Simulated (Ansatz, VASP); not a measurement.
One calculation of Mn, two programs

```
Mn
1.0
     2.46374    0.00000    0.00000
    -1.23187    2.13366    0.00000
     0.00000    0.00000    3.98998
Mn
2
Direct
  0.33333 0.66667 0.25000
  0.66667 0.33333 0.75000
```

Alike in both runs: task single point; functional RPBE; k mesh 16 × 16 × 9; occupations fermi-dirac, width 0.05 eV; collinear spin.

|  | VASP | Ansatz |
| --- | --- | --- |
| version | VASP 6.6.1 | Ansatz 0.2.0 |
| potentials or method | VASP PAW PBE potentials, release 64 (Mn_pv), cutoff 520 eV | plane waves (420 eV) with PAW, scalar-relativistic |
| valence electrons in the cell | 26 | 30 |

VASP gave:

| Quantity | Value |
| --- | --- |
| pressure (GPa) | 12.8 |
| net moment per atom (μB) | 0.00 |
| size of the moment on the site where the two differ most (μB) | 0.41 |

Problem. Estimate Ansatz's values.

Solution. Pressure (GPa): 12.6; net moment per atom (μB): 0.00; size of the moment on the site where the two differ most (μB): 0.36.

VASP's potentials were made for PBE, not for RPBE. Site moments also hang on the region over which each program counts them. With one functional, cell and mesh, what is left measures potentials, basis and numerics. VASP's potentials hold 26 valence electrons a cell and Ansatz's 30, so a difference there can come from the potentials and not from the codes.
